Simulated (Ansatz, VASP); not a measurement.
**Zr in VASP and in Ansatz**

```
Zr
1.0
     2.89584    0.00000    0.00000
    -1.44792    2.50787    0.00000
     0.00000    0.00000    4.89447
Zr
2
Direct
  0.33333 0.66667 0.25000
  0.66667 0.33333 0.75000
```

Change from the starting cell: volume scaled by 0.76, LAPW.

Alike in both runs: task single point; functional PBE; k mesh 15 × 15 × 8; occupations fermi-dirac, width 0.05 eV; no spin polarisation.

```csv
,VASP,Ansatz
version,VASP 6.6.1,Ansatz 0.2.0
potentials or method,"VASP PAW PBE potentials, release 64 (Zr_sv), cutoff 520 eV","all-electron LAPW, scalar-relativistic"
```

```tsv
	VASP	Ansatz	Ansatz less VASP
pressure (GPa)	38.7	38.6	-0.05
traceless stress, the component that is largest in VASP (GPa)	-0.08	-0.01	+0.068
```

Both programs put the cell under a high pressure, so it lies far from rest at this level. Ansatz ran all-electron here, and VASP with PAW potentials.
